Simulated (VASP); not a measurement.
# Ir3F in VASP: single point with PBE

Aim: the single point of Ir3F with PBE.

Everything below comes from runs of VASP 6.6.1. Logs are shortened: lines on timing, memory, paths and dates and some standing lists are left out, and cuts for length are marked.

**1. The cell of the first run**

The cell holds a slab with vacuum, 4 atoms: a = 2.737 Å, b = 2.737 Å, c = 19.188 Å, α = 90.00°, β = 90.00°, γ = 90.00°.

**2. Single point, PBE**

The input, INCAR:

```
SYSTEM = Ir3F
  PREC = Accurate
  ENCUT = 520
  EDIFF = 1E-6
  ISMEAR = 0
  SIGMA = 0.1
  LREAL = .False.
  LASPH = .True.
  NELM = 60
  ALGO = Normal
  ISIF = 2
  LWAVE = .False.
  LCHARG = .False.
  LDIPOL = .True.
  IDIPOL = 3
  DIPOL = 0.5 0.5 0.350
  GGA = PE
  NBANDS = 25
```

The input, KPOINTS:

```
regular mesh
0
Gamma
  10 10 1
  0 0 0
```

The input, POSCAR:

```
Ir3F
1.0
    2.7367600872      0.0000000000      0.0000000000
    0.0000000000      2.7367600872      0.0000000000
    0.0000000000      0.0000000000     19.1883373424
Ir F
3 1
Direct
    0.5000000000      0.5000000000      0.2084599582
    0.0000000000      0.0000000000      0.3045662607
    0.5000000000      0.5000000000      0.4006776202
    0.5000000000      1.0000000000      0.4849701580
```

Potentials or basis: VASP PAW PBE potentials, release 64 (Ir, F).

Launch:

```bash
$ cat potpaw_PBE.64/Ir/POTCAR potpaw_PBE.64/F/POTCAR > POTCAR
$ mpirun -np 1 vasp_std > vasp.out
```

OUTCAR:

```text
SYSTEM = Ir3F
   PREC = Accurate
   ENCUT = 520
   EDIFF = 1E-6
   ISMEAR = 0
   LREAL = .False.
   LASPH = .True.
   NELM = 60
   ISIF = 2
   GGA = PE

 ion  position               nearest neighbor table
   1  0.500  0.500  0.208-   2 2.67   2 2.67   2 2.67   2 2.67
   2  0.000  0.000  0.305-   1 2.67   1 2.67   1 2.67   1 2.67   3 2.67   3 2.67   3 2.67   3 2.67

   3  0.500  0.500  0.401-   4 2.12   4 2.12   2 2.67   2 2.67   2 2.67   2 2.67
   4  0.500  0.000  0.485-   3 2.12   3 2.12

  LATTYP: Found a simple tetragonal cell.
 ALAT       =     2.7367600872
 C/A-ratio  =     7.0113333763

  Lattice vectors:

 A1 = (   2.7367600872,   0.0000000000,   0.0000000000)
 A2 = (   0.0000000000,   2.7367600872,   0.0000000000)
 A3 = (   0.0000000000,   0.0000000000,  19.1883373424)

Analysis of symmetry for initial positions (statically):
=====================================================================
 Subroutine PRICEL returns:
 Original cell was already a primitive cell.

 Routine SETGRP: Setting up the symmetry group for a
 simple tetragonal supercell.

 Subroutine GETGRP returns: Found  4 space group operations
 (whereof  4 operations were pure point group operations)
 out of a pool of 16 trial point group operations.

The static configuration has the point symmetry C_2v.

Analysis of symmetry for dynamics (positions and initial velocities):
=====================================================================
 Subroutine PRICEL returns:
 Original cell was already a primitive cell.

 Routine SETGRP: Setting up the symmetry group for a
 simple tetragonal supercell.

 Subroutine GETGRP returns: Found  4 space group operations
 (whereof  4 operations were pure point group operations)
 out of a pool of 16 trial point group operations.

The dynamic configuration has the point symmetry C_2v.

 Subroutine INISYM returns: Found  4 space group operations
 (whereof  4 operations are pure point group operations),
 and found     1 'primitive' translations

----------------------------------------------------------------------------------------

                                     Primitive cell

  volume of cell :     143.7179

  direct lattice vectors                    reciprocal lattice vectors
     2.736760087  0.000000000  0.000000000     0.365395566  0.000000000  0.000000000
     0.000000000  2.736760087  0.000000000     0.000000000  0.365395566  0.000000000
     0.000000000  0.000000000 19.188337342     0.000000000  0.000000000  0.052114990

  length of vectors
     2.736760087  2.736760087 19.188337342     0.365395566  0.365395566  0.052114990

  position of ions in fractional coordinates (direct lattice)
     0.500000000  0.500000000  0.208459958
     0.000000000  0.000000000  0.304566261
     0.500000000  0.500000000  0.400677620
     0.500000000  0.000000000  0.484970158

  ion indices of the primitive-cell ions
   primitive index   ion index
                 1           1
                 2           2
                 3           3
                 4           4

----------------------------------------------------------------------------------------

 KPOINTS: regular mesh

Automatic generation of k-mesh.
 Grid dimensions read from file:
 generate k-points for:   10   10    1

 Generating k-lattice:

  Cartesian coordinates                     Fractional coordinates (reciprocal lattice)
     0.036539557  0.000000000  0.000000000     0.100000000  0.000000000  0.000000000
     0.000000000  0.036539557  0.000000000     0.000000000  0.100000000  0.000000000
     0.000000000  0.000000000  0.052114990     0.000000000  0.000000000  1.000000000

  Length of vectors
     0.036539557  0.036539557  0.052114990

  Shift w.r.t. Gamma in fractional coordinates (k-lattice)
     0.000000000  0.000000000  0.000000000

 Subroutine IBZKPT returns following result:
 ===========================================

 Found     36 irreducible k-points:

 Following reciprocal coordinates:
            Coordinates               Weight
  0.000000  0.000000  0.000000      1.000000
  0.100000  0.000000  0.000000      2.000000
  0.000000  0.100000  0.000000      2.000000
  0.200000  0.000000  0.000000      2.000000
  0.000000  0.200000  0.000000      2.000000
  0.300000  0.000000  0.000000      2.000000
[... 16 lines left out ...]
 -0.200000  0.300000  0.000000      4.000000
  0.400000  0.200000  0.000000      4.000000
 [... further k-points ...]
   k-points           NKPTS =     36   k-points in BZ     NKDIM =     36   number of bands    NBANDS=     25
   number of dos      NEDOS =    301   number of ions     NIONS =      4
   total plane-waves  NPLWV =  57600
   dimension x,y,z NGX =    20 NGY =   20 NGZ =  144
   dimension x,y,z NGXF=    40 NGYF=   40 NGZF=  288
   ions per type =               3   1
   NGX,Y,Z   is equivalent  to a cutoff of  12.15, 12.15, 12.48 a.u.
   NGXF,Y,Z  is equivalent  to a cutoff of  24.30, 24.30, 24.95 a.u.
 SYSTEM =  Ir3F
   PREC   = accura    normal or accurate (medium, high low for compatibility)
   ISTART =      0    job   : 0-new  1-cont  2-samecut
   ICHARG =      2    charge: 1-file 2-atom 10-const
   ISPIN  =      1    spin polarized calculation?
   LNONCOLLINEAR =      F non collinear calculations
   LSORBIT =      F    spin-orbit coupling
   LASPH  =      T    aspherical Exc in radial PAW
   ENCUT  =  520.0 eV  38.22 Ry    6.18 a.u.   5.09  5.09 35.68*2*pi/ulx,y,z
   NELM   =     60;   NELMIN=  2; NELMDL= -5     # of ELM steps
   EDIFF  = 0.1E-05   stopping-criterion for ELM
   LREAL  =      F    real-space projection
   EDIFFG = 0.1E-04   stopping-criterion for IOM
   NSW    =      0    number of steps for IOM
   IBRION =     -1    ionic relax: 0-MD 1-quasi-New 2-CG
   NFREE  =      0    steps in history (QN), initial steepest desc. (CG)
   ISIF   =      2    stress and relaxation
   ISYM   =      2    0-nonsym 1-usesym 2-fastsym
   POTIM  = 0.5000    time-step for ionic-motion
   TEBEG  =    0.0;   TEEND  =   0.0 temperature during run
   PSTRESS=    0.0 pullay stress
   NELECT =      34.0000    total number of electrons
   NUPDOWN=      -1.0000    fix difference up-down
   EMIN   =  10.00;   EMAX   =-10.00  energy-range for DOS
   EFERMI =   0.00;   METHOD = LEGACY
   ISMEAR =     0;   SIGMA  =   0.10  broadening in eV -4-tet -1-fermi 0-gaus
   EFERMI_NEDOS =   21; number of points for ismear=-14 and -15
   IALGO  =     38    algorithm
   IMIX   =      4    mixing-type and parameters
     AMIX     =   0.40;   BMIX     =  1.00
     AMIX_MAG =   1.60;   BMIX_MAG =  1.00
  volume/ion in A,a.u.               =      35.93       242.46
  Fermi-wavevector in a.u.,A,eV,Ry     =   1.012506  1.913359 13.948258  1.025168
  Thomas-Fermi vector in A             =   2.145619
   LORBIT       =      0    0 simple, 1 ext, 2 COOP (PROOUT), +10 PAW based schemes
   GGA     = PE    functional components
   LHFCALC =     F    Hartree Fock is set to
   AEXX    =    0.0000 exact exchange contribution
   IVDW    =     0    specifies the selected vdW correction
   LEPSILON=     F    determine dielectric tensor
   LRPA    =     F    only Hartree local field effects (RPA)
 non-spin polarized calculation
 Gauss-broadening in eV      SIGMA  =   0.10
  energy-cutoff  :      520.00
  volume of cell :      143.72
 maximum number of plane-waves:      3910
   NGX = 11   NGY = 11   NGZ = 71

 dipolmoment           0.000000      0.000000     -0.035077 electrons x Angstroem

 number of electron      33.9999998 magnetization

 dipolmoment           0.000000      0.000000      0.089382 electrons x Angstroem

 Free energy of the ion-electron system (eV)
  ---------------------------------------------------
  ext. energy  EPLUGINS =         0.00000000
  ---------------------------------------------------
  free energy    TOTEN  =       -28.01428289 eV

  energy without entropy =      -27.99864827  energy(sigma->0) =      -28.00646558

 E-fermi :  -0.9900     XC(G=0):  -5.6478

 val. band max:       -0.9979267311   @ k =   0.0000   0.4000   0.0000
 cond. band min:      -0.9847177146   @ k =  -0.1000   0.2000   0.0000
 fundamental gap:      0.0132090165
 Fermi energy:        -0.9899570164

 k-point     1 :       0.0000    0.0000    0.0000
  band No.  band energies     occupation
      1     -24.5263      2.00000
      2     -10.9043      2.00000
      3      -8.7118      2.00000
      4      -7.9966      2.00000
      5      -7.8669      2.00000
      6      -6.6017      2.00000
[... 17 lines left out ...]
     24       4.3953      0.00000
     25       6.2241      0.00000

 k-point     2 :       0.1000    0.0000    0.0000
  band No.  band energies     occupation
      1     -24.5017      2.00000
      2     -10.6469      2.00000
      3      -8.6112      2.00000
      4      -7.7754      2.00000
      5      -7.6598      2.00000
      6      -6.3774      2.00000
[... 17 lines left out ...]
     24       4.7471      0.00000
     25       6.4729      0.00000

 k-point     3 :       0.0000    0.1000    0.0000
  band No.  band energies     occupation
      1     -24.5015      2.00000
      2     -10.6497      2.00000
      3      -8.4493      2.00000
      4      -7.8608      2.00000
      5      -7.6536      2.00000
      6      -6.6661      2.00000
[... 552 lines left out ...]
 k-point    23 :      -0.2000    0.3000    0.0000
  band No.  band energies     occupation
      1     -24.2757      2.00000
      2      -8.4242      2.00000
      3      -7.3150      2.00000
      4      -7.0326      2.00000
      5      -6.6233      2.00000
      6      -6.3582      2.00000
[... 17 lines left out ...]
     24       7.6065      0.00000
     25       8.0174      0.00000

 k-point    24 :       0.4000    0.2000    0.0000
  band No.  band energies     occupation
      1     -24.2080      2.00000
      2      -7.8346      2.00000
      3      -7.5487      2.00000
      4      -7.0747      2.00000
      5      -6.8866      2.00000
      6      -6.6657      2.00000
[... 17 lines left out ...]
     24       7.4077      0.00000
     25       7.8550      0.00000

 [... further k-points ...]

------------------------ aborting loop because EDIFF is reached ----------------------------------------

 vacuum level on the upper side and lower side of the slab       (xc-potential included)         1.041        -1.141

  FORCE on cell =-STRESS in cart. coord.  units (eV):
  Direction    XX          YY          ZZ          XY          YZ          ZX
  --------------------------------------------------------------------------------------
  -------------------------------------------------------------------------------------
  Total       -0.6010358     -0.5177555      0.9118682      0.0000000      0.0000000      0.0000000
  in kB       -6.7003911     -5.7719764     10.1655727      0.0000000      0.0000000      0.0000000
  external PRESSURE =      -0.7689316 kB  Pullay stress =       0.0000000 kB

 VOLUME and BASIS-vectors are now :
 -----------------------------------------------------------------------------
  energy-cutoff  :      520.00
  volume of cell :      143.72
      direct lattice vectors                 reciprocal lattice vectors
     2.736760087  0.000000000  0.000000000     0.365395566  0.000000000  0.000000000
     0.000000000  2.736760087  0.000000000     0.000000000  0.365395566  0.000000000
     0.000000000  0.000000000 19.188337342     0.000000000  0.000000000  0.052114990

 POSITION                                       TOTAL-FORCE (eV/Angst)
 -----------------------------------------------------------------------------------
      1.36838      1.36838      4.00000         0.000000      0.000000     -0.112622
      0.00000      0.00000      5.84412         0.000000      0.000000     -0.240196
      1.36838      1.36838      7.68834         0.000000      0.000000      0.281619
      1.36838      0.00000      9.30577         0.000000      0.000000      0.071199
 -----------------------------------------------------------------------------------
    total drift:                               -0.000000      0.000000     -0.001085

  FREE ENERGIE OF THE ION-ELECTRON SYSTEM (eV)
  ---------------------------------------------------
  free  energy   TOTEN  =       -28.0142828921 eV

  energy  without entropy=      -27.9986482742  energy(sigma->0) =      -28.00646558

 vacuum level on the upper side and lower side of the slab         6.383         4.223
```

Run time: 2.8 min. Hardware: 1 thread of Intel Xeon Platinum 8488C (Sapphire Rapids), shared host; peak memory 0.28 GiB.

Results:

- Free energy: -28.0143 eV
- Largest force: 0.282 eV/Å
- Band gap on the k mesh: zero (band 17 reaches 0.15 eV, above the bottom of band 18 at -1.61 eV)

Forces in eV/Å, atoms in the order of the input:
```
Ir   0.000  0.000 -0.113
Ir   0.000  0.000 -0.240
Ir   0.000  0.000  0.282
F    0.000  0.000  0.071
```

Caveat: spin-orbit coupling is left out, which moves the levels of the heavy elements.
